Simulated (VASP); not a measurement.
# Ir2Rh (P-3m1) in VASP: further runs

Runs on Ir2Rh. Level: PBE. Tasks: single point.

Everything below comes from runs of VASP 6.6.1. Logs are shortened: lines on timing, memory, paths and dates and some standing lists are left out, and cuts for length are marked.

## (1) The cell of the first run

Symmetry: P-3m1, No. 164, trigonal system. The conventional cell has a = 2.643 Å, b = 2.643 Å, c = 6.470 Å, α = 90.00°, β = 90.00°, γ = 120.00°. Within 3.5 Å of Ir (site symmetry 3m) lie 3 Rh at 2.64 Å and 9 Ir at 2.64 to 2.65 Å. Within 3.5 Å of Rh (site symmetry -3m) lie 6 Ir at 2.64 Å and 6 Rh at 2.64 Å.

## (2) Single point, PBE (13.05 Å³/atom)

INCAR reads:

```
SYSTEM = Ir2Rh
ALGO = Fast ; EDIFF = 1E-6
ENCUT = 520 ; GGA = PE
ISIF = 2 ; ISMEAR = 0
LASPH = .TRUE. ; LCHARG = .TRUE.
LELF = .TRUE. ; LREAL = .FALSE.
LVHAR = .TRUE. ; LWAVE = .FALSE.
NBANDS = 24 ; NELM = 80
PREC = Accurate ; SIGMA = 0.1
```

KPOINTS reads:

```
k-points
0
G
  18 18 8
  0 0 0
```

POSCAR reads:

```
Ir2Rh
1.0
    2.6431352427      0.0000000000      0.0000000000
   -1.3215676213      2.2890222658      0.0000000000
    0.0000000000      0.0000000000      6.4702761988
Ir Rh
2 1
Direct
    0.3333333333      0.6666666667      0.6672378762
    0.6666666667      0.3333333333      0.3327621238
    0.0000000000      0.0000000000      0.0000000000
```

Potentials or basis: VASP PAW PBE potentials, release 64 (Ir, Rh_pv).

The run is started by

```
$ cat potpaw_PBE.64/Ir/POTCAR potpaw_PBE.64/Rh_pv/POTCAR > POTCAR
$ mpirun -np 1 vasp_std > vasp.out
```

OUTCAR:

```text
SYSTEM = Ir2Rh
   EDIFF = 1E-6
   ENCUT = 520
   GGA = PE
   ISIF = 2
   ISMEAR = 0
   LASPH = .TRUE.
   LREAL = .FALSE.
   NELM = 80
   PREC = Accurate

 ion  position               nearest neighbor table
   1  0.333  0.667  0.667-   3 2.64   3 2.64   3 2.64   2 2.65   2 2.65   2 2.65
   2  0.667  0.333  0.333-   3 2.64   3 2.64   3 2.64   1 2.65   1 2.65   1 2.65
   3  0.000  0.000  0.000-   1 2.64   2 2.64   1 2.64   2 2.64   2 2.64   1 2.64

  LATTYP: Found a hexagonal cell.
 ALAT       =     2.6431352427
 C/A-ratio  =     2.4479550249

  Lattice vectors:

 A1 = (   2.6431352427,   0.0000000000,   0.0000000000)
 A2 = (  -1.3215676213,   2.2890222658,   0.0000000000)
 A3 = (   0.0000000000,   0.0000000000,   6.4702761988)

Analysis of symmetry for initial positions (statically):
=====================================================================
 Subroutine PRICEL returns:
 Original cell was already a primitive cell.

 Routine SETGRP: Setting up the symmetry group for a
 hexagonal supercell.

 Subroutine GETGRP returns: Found 12 space group operations
 (whereof 12 operations were pure point group operations)
 out of a pool of 24 trial point group operations.

The static configuration has the point symmetry D_3d.

Analysis of symmetry for dynamics (positions and initial velocities):
=====================================================================
 Subroutine PRICEL returns:
 Original cell was already a primitive cell.

 Routine SETGRP: Setting up the symmetry group for a
 hexagonal supercell.

 Subroutine GETGRP returns: Found 12 space group operations
 (whereof 12 operations were pure point group operations)
 out of a pool of 24 trial point group operations.

The dynamic configuration has the point symmetry D_3d.

 Subroutine INISYM returns: Found 12 space group operations
 (whereof 12 operations are pure point group operations),
 and found     1 'primitive' translations

----------------------------------------------------------------------------------------

                                     Primitive cell

  volume of cell :      39.1464

  direct lattice vectors                    reciprocal lattice vectors
     2.643135243  0.000000000  0.000000000     0.378338567  0.218433873  0.000000000
    -1.321567621  2.289022266  0.000000000     0.000000000  0.436867747  0.000000000
[... 85 lines left out ...]
   ENCUT  =  520.0 eV  38.22 Ry    6.18 a.u.   4.91  4.91 12.03*2*pi/ulx,y,z
   NELM   =     80;   NELMIN=  2; NELMDL= -5     # of ELM steps
   EDIFF  = 0.1E-05   stopping-criterion for ELM
   LREAL  =      F    real-space projection
   EDIFFG = 0.1E-04   stopping-criterion for IOM
   NSW    =      0    number of steps for IOM
   IBRION =     -1    ionic relax: 0-MD 1-quasi-New 2-CG
   NFREE  =      0    steps in history (QN), initial steepest desc. (CG)
   ISIF   =      2    stress and relaxation
   ISYM   =      2    0-nonsym 1-usesym 2-fastsym
   POTIM  = 0.5000    time-step for ionic-motion
   TEBEG  =    0.0;   TEEND  =   0.0 temperature during run
   PSTRESS=    0.0 pullay stress
   NELECT =      33.0000    total number of electrons
   NUPDOWN=      -1.0000    fix difference up-down
   EMIN   =  10.00;   EMAX   =-10.00  energy-range for DOS
   EFERMI =   0.00;   METHOD = LEGACY
   ISMEAR =     0;   SIGMA  =   0.10  broadening in eV -4-tet -1-fermi 0-gaus
   EFERMI_NEDOS =   21; number of points for ismear=-14 and -15
   IALGO  =     68    algorithm
   IMIX   =      4    mixing-type and parameters
     AMIX     =   0.40;   BMIX     =  1.00
     AMIX_MAG =   1.60;   BMIX_MAG =  1.00
  volume/ion in A,a.u.               =      13.05        88.06
  Fermi-wavevector in a.u.,A,eV,Ry     =   1.546496  2.922453 32.540362  2.391649
  Thomas-Fermi vector in A             =   2.651724
   LORBIT       =      0    0 simple, 1 ext, 2 COOP (PROOUT), +10 PAW based schemes
   GGA     = PE    functional components
   LHFCALC =     F    Hartree Fock is set to
   AEXX    =    0.0000 exact exchange contribution
   IVDW    =     0    specifies the selected vdW correction
   LEPSILON=     F    determine dielectric tensor
   LRPA    =     F    only Hartree local field effects (RPA)
 non-spin polarized calculation
 RMM-DIIS sequential band-by-band and
 Gauss-broadening in eV      SIGMA  =   0.10
  energy-cutoff  :      520.00
  volume of cell :       39.15
 maximum number of plane-waves:      1083
   NGX =  9   NGY =  9   NGZ = 25

 number of electron      33.0000007 magnetization

 Free energy of the ion-electron system (eV)
  ---------------------------------------------------
  ext. energy  EPLUGINS =         0.00000000
  ---------------------------------------------------
  free energy    TOTEN  =       -24.58444717 eV

  energy without entropy =      -24.57088696  energy(sigma->0) =      -24.57766707

 E-fermi :  12.1875     XC(G=0): -14.4457

 val. band max:       12.1830228460   @ k =   0.2222   0.1111   0.0000
 cond. band min:      12.1896834087   @ k =   0.2222   0.1111   0.3750
 fundamental gap:      0.0066605627
 Fermi energy:        12.1874832716

 k-point     1 :       0.0000    0.0000    0.0000
  band No.  band energies     occupation
      1     -34.9836      2.00000
      2     -34.5274      2.00000
      3     -34.5274      2.00000
      4       1.0604      2.00000
      5       3.3620      2.00000
      6       5.0185      2.00000
[... 637 lines left out ...]
     23      22.3628      0.00000
     24      23.5485      0.00000

 [... further k-points ...]

------------------------ aborting loop because EDIFF is reached ----------------------------------------

  FORCE on cell =-STRESS in cart. coord.  units (eV):
  Direction    XX          YY          ZZ          XY          YZ          ZX
  --------------------------------------------------------------------------------------
  -------------------------------------------------------------------------------------
  Total        9.4773842      9.4773842      9.4839337      0.0000000     -0.0000000      0.0000000
  in kB      387.8884476    387.8884476    388.1565056      0.0000000     -0.0000000      0.0000000
  external PRESSURE =     387.9778003 kB  Pullay stress =       0.0000000 kB

 VOLUME and BASIS-vectors are now :
 -----------------------------------------------------------------------------
  energy-cutoff  :      520.00
  volume of cell :       39.15
      direct lattice vectors                 reciprocal lattice vectors
     2.643135243  0.000000000  0.000000000     0.378338567  0.218433873  0.000000000
    -1.321567621  2.289022266  0.000000000     0.000000000  0.436867747  0.000000000
     0.000000000  0.000000000  6.470276199     0.000000000  0.000000000  0.154552908

 POSITION                                       TOTAL-FORCE (eV/Angst)
 -----------------------------------------------------------------------------------
     -0.00000      1.52601      4.31721        -0.000000     -0.000000      0.051184
      1.32157      0.76301      2.15306         0.000000      0.000000     -0.051184
      0.00000      0.00000      0.00000        -0.000000      0.000000      0.000000
 -----------------------------------------------------------------------------------
    total drift:                                0.000000      0.000000     -0.000000

  FREE ENERGIE OF THE ION-ELECTRON SYSTEM (eV)
  ---------------------------------------------------
  free  energy   TOTEN  =       -24.5844471681 eV

  energy  without entropy=      -24.5708869625  energy(sigma->0) =      -24.57766707
```

It took 2 min on 1 thread of Intel Xeon 6975P-C (Granite Rapids), shared host; peak memory 0.33 GiB.

Results:

```
Free energy            : -24.5844 eV
Pressure               : 38.8 GPa
Largest force          : 0.051 eV/Å
Band gap on the k mesh : zero (an odd number of electrons rules out a gap without spin polarisation)
```

Forces on the atoms (eV/Å):
```
Ir   0.000  0.000  0.051
Ir   0.000  0.000 -0.051
Rh   0.000  0.000  0.000
```

Caveat: the cell stands under pressure; spin-orbit coupling is left out, which moves the levels of the heavy elements.

## (3) Single point, PBE (13.48 Å³/atom)

This run uses another cell than the first one, of 13.48 Å³/atom.

INCAR reads:

```
SYSTEM = Ir2Rh
PREC = Accurate
ENCUT = 520
EDIFF = 1E-6
ISMEAR = 0
SIGMA = 0.1
LREAL = .False.
LASPH = .True.
NELM = 60
ALGO = Fast
ISIF = 2
LWAVE = .False.
LCHARG = .False.
GGA = PE
NBANDS = 24
```

KPOINTS reads:

```
regular mesh
0
Gamma
  18 18 8
  0 0 0
```

POSCAR reads:

```
Ir2Rh
1.0
    2.6716306890      0.0000000000      0.0000000000
   -1.3358153445      2.3137000462      0.0000000000
    0.0000000000      0.0000000000      6.5417690090
Ir Rh
2 1
Direct
    0.3333333333      0.6666666667      0.6669292351
    0.6666666667      0.3333333333      0.3330707649
    0.0000000000      0.0000000000      0.0000000000
```

Potentials or basis: VASP PAW PBE potentials, release 64 (Ir, Rh_pv).

The run is started by

```
$ cat potpaw_PBE.64/Ir/POTCAR potpaw_PBE.64/Rh_pv/POTCAR > POTCAR
$ mpirun -np 1 vasp_std > vasp.out
```

OUTCAR:

```text
SYSTEM = Ir2Rh
   PREC = Accurate
   ENCUT = 520
   EDIFF = 1E-6
   ISMEAR = 0
   LREAL = .False.
   LASPH = .True.
   NELM = 60
   ISIF = 2
   GGA = PE

 ion  position               nearest neighbor table
   1  0.333  0.667  0.667-   3 2.67   3 2.67   3 2.67   2 2.67   2 2.67   2 2.67
   2  0.667  0.333  0.333-   3 2.67   3 2.67   3 2.67   1 2.67   1 2.67   1 2.67
   3  0.000  0.000  0.000-   1 2.67   2 2.67   1 2.67   2 2.67   2 2.67   1 2.67

  LATTYP: Found a hexagonal cell.
 ALAT       =     2.6716306890
 C/A-ratio  =     2.4486052791

[... 841 lines left out ...]

  FORCE on cell =-STRESS in cart. coord.  units (eV):
  Direction    XX          YY          ZZ          XY          YZ          ZX
  --------------------------------------------------------------------------------------
  -------------------------------------------------------------------------------------
  Total        5.9599801      5.9599801      5.9676021      0.0000000      0.0000000      0.0000000
  in kB      236.1438893    236.1438893    236.4458832      0.0000000      0.0000000      0.0000000
  external PRESSURE =     236.2445539 kB  Pullay stress =       0.0000000 kB

 VOLUME and BASIS-vectors are now :
 -----------------------------------------------------------------------------
  energy-cutoff  :      520.00
  volume of cell :       40.44
      direct lattice vectors                 reciprocal lattice vectors
     2.671630689  0.000000000  0.000000000     0.374303231  0.216104071  0.000000000
    -1.335815345  2.313700046  0.000000000     0.000000000  0.432208143  0.000000000
     0.000000000  0.000000000  6.541769009     0.000000000  0.000000000  0.152863851

 POSITION                                       TOTAL-FORCE (eV/Angst)
 -----------------------------------------------------------------------------------
     -0.00000      1.54247      4.36290        -0.000000      0.000000      0.044699
      1.33582      0.77123      2.17887         0.000000      0.000000     -0.044699
      0.00000      0.00000      0.00000         0.000000      0.000000      0.000000
 -----------------------------------------------------------------------------------
    total drift:                               -0.000000      0.000000      0.000000

  FREE ENERGIE OF THE ION-ELECTRON SYSTEM (eV)
  ---------------------------------------------------
  free  energy   TOTEN  =       -24.8343508626 eV

  energy  without entropy=      -24.8200061763  energy(sigma->0) =      -24.82717852
```

Wall time 2.2 min (1 thread of Intel Xeon 6975P-C (Granite Rapids), shared host); peak memory 0.34 GiB.

What came out:

```yaml
Free_energy: -24.8344 eV
Pressure: 23.6 GPa
Largest_force: 0.045 eV/Å
Band_gap_on_the_k_mesh: zero (an odd number of electrons rules out a gap without spin polarisation)
```

Forces on the atoms (eV/Å):
```
Ir   0.000  0.000  0.045
Ir   0.000  0.000 -0.045
Rh   0.000  0.000  0.000
```

Caveat: the cell stands under pressure; spin-orbit coupling is left out, which moves the levels of the heavy elements.
